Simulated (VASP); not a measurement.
A run of VASP 6.6.1:

The input INCAR:

```
SYSTEM = EuMn
PREC = Accurate
ENCUT = 520
EDIFF = 1E-7
ISMEAR = 0
SIGMA = 0.05
LREAL = .FALSE.
LASPH = .TRUE.
NELM = 150
ALGO = Normal
ISIF = 2
LWAVE = .FALSE.
LCHARG = .FALSE.
ISPIN = 2
MAGMOM = 7 -3.5
LORBIT = 11
LMAXMIX = 6
LDAU = .TRUE.
LDAUTYPE = 2
LDAUL = 3 -1
LDAUU = 6 0
LDAUJ = 0 0
LDAUPRINT = 1
GGA = PE
NBANDS = 26
```

Contents of KPOINTS:

```
regular mesh
0
G
  8 8 8
  0 0 0
```

POSCAR

```
EuMn
1.0
    3.7595588182      0.0000000000      0.0000000000
    0.0000000000      3.7595588182      0.0000000000
    0.0000000000      0.0000000000      3.7595588182
Eu Mn
1 1
Direct
    0.0000000000      0.0000000000      0.0000000000
    0.5000000000      0.5000000000      0.5000000000
```

Potentials or basis: VASP PAW PBE potentials, release 64 (Eu, Mn_pv).

The run is started by

```bash
$ cat potpaw_PBE.64/Eu/POTCAR potpaw_PBE.64/Mn_pv/POTCAR > POTCAR
$ mpirun -np 1 vasp_std > vasp.out
```

Hardware: 1 thread of AMD EPYC 9R45 96-Core Processor (Zen 5), with other jobs on the host.

**Question.** Estimate the wall time of this run.

**Answer.** Wall time 82 s on 1 thread of AMD EPYC 9R45 96-Core Processor (Zen 5), on a shared host, peak memory 0.21 GiB. Counts: scf iterations 22, k points 35.
